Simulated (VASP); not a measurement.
## Ge: single point with PBEsol

Ge:

```
Ge
1.0
     1.48805   -2.59469    0.00000
     1.48805    2.59469    0.00000
     0.00000    0.00000    4.72760
Ge
2
Direct
  0.68636 0.31893 0.24786
  0.33345 0.66655 0.75000
```

This cell differs from its parent crystal: one atom moved.

```
Program             : VASP 6.6.1
Task                : single point
Functional          : PBEsol
Potentials or basis : VASP PAW PBE potentials, release 64 (Ge_d)
Cutoff              : 520 eV
k mesh              : 14 × 14 × 8
Occupations         : gaussian, width 0.1 eV
Spin                : no spin polarisation
```

The pressure is 0.6 GPa, the largest force is 0.028 eV/Å and the band gap on the k mesh is zero (band 14 reaches 13.71 eV, above the bottom of band 15 at 4.21 eV).

Forces in eV/Å, atoms in the order of the input:
```
Ge   0.001  0.001  0.028
Ge  -0.001 -0.001 -0.028
```

Stress tensor (GPa, compression positive):
```
 0.21 -0.01  0.00
-0.01 -0.34  0.02
 0.00  0.02  2.02
```

Levels at points of the mesh, in eV from the Fermi level:
| k point | band 12 | band 13 | band 14 | band 15 | band 16 | band 17 |
| --- | --- | --- | --- | --- | --- | --- |
| (0.00, 0.00, 0.00) | -7.51 | -5.58 | 6.52 | 6.75 | 8.38 | 9.01 |
| (0.50, 0.00, 0.00) | -7.26 | -2.24 | -1.34 | -0.79 | 1.20 | 2.42 |
| (0.00, 0.50, 0.00) | -7.23 | -2.26 | -1.33 | -0.83 | 1.25 | 2.42 |
| (0.50, 0.50, 0.00) | -7.00 | -2.46 | -1.27 | -1.20 | 1.70 | 2.53 |
| (0.00, 0.00, 0.50) | -11.70 | 1.81 | 1.87 | 7.73 | 7.76 | 7.76 |
| (0.50, 0.00, 0.50) | -6.97 | -5.05 | -5.01 | 4.02 | 4.08 | 5.08 |
| (0.00, 0.50, 0.50) | -6.98 | -5.04 | -5.00 | 4.01 | 4.08 | 5.08 |
| (0.50, 0.50, 0.50) | -7.15 | -4.92 | -4.87 | 4.17 | 4.24 | 5.00 |

Run time: 3.8 min on 1 thread of AMD EPYC 9R45 96-Core Processor (Zen 5), with other jobs on the host, peak memory 0.51 GiB.

Caveat: the cell differs from its parent crystal (one atom moved); the PAW data sets were made with another functional, which shifts forces and pressure a little.
